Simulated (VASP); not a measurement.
Wanted: the native input for a VASP 6.6.1 run.

| Property | Result |
| --- | --- |
| Task | single point |
| Functional | PBE |
| Potentials or basis | VASP PAW PBE potentials, release 64 (Pd) |
| Cutoff | 520 eV |
| k mesh | 14 × 14 × 7 |
| Occupations | fermi-dirac, width 0.05 eV |
| Spin | no spin polarisation |
| Dipole correction | no |
| Further INCAR settings | ALGO = Normal; EDIFF = 1e-06; NBANDS = 17 |

The structure of Pd lies in POSCAR:

```
Pd
1.0
    2.6875990520      0.0000000000      0.0000000000
   -1.3437995260      2.3275290542      0.0000000000
    0.0000000000      0.0000000000      4.4691470540
Pd
2
Direct
    0.6666666667      0.3333333333      0.7500000000
    0.3333333333      0.6666666667      0.2500000000
```

This isn't the form of Pd at room conditions, which is fcc.

The input as run:

INCAR

```
PREC = Accurate ; ENCUT = 520
EDIFF = 1E-6 ; ISMEAR = -1
SIGMA = 0.05 ; LREAL = F
LASPH = T ; NELM = 100
ALGO = Normal ; ISIF = 2
LWAVE = F ; LCHARG = F
GGA = PE ; NBANDS = 17
```

KPOINTS

```
regular mesh
0
Gamma
  14 14 7
```

Potentials or basis: VASP PAW PBE potentials, release 64 (Pd).

Command:

```console
$ cat potpaw_PBE.64/Pd/POTCAR > POTCAR
$ mpirun -np 1 vasp_std > vasp.out
```

Results of the run:

```yaml
Pressure: 20.4 GPa
Band_gap_on_the_k_mesh: zero (bands 10 and 11 overlap by 0.87 eV)
```

Caveat: the cell stands under pressure.

Run time: 44 s on 1 thread of Intel Xeon 8259CL, on a shared host, peak memory 0.17 GiB.
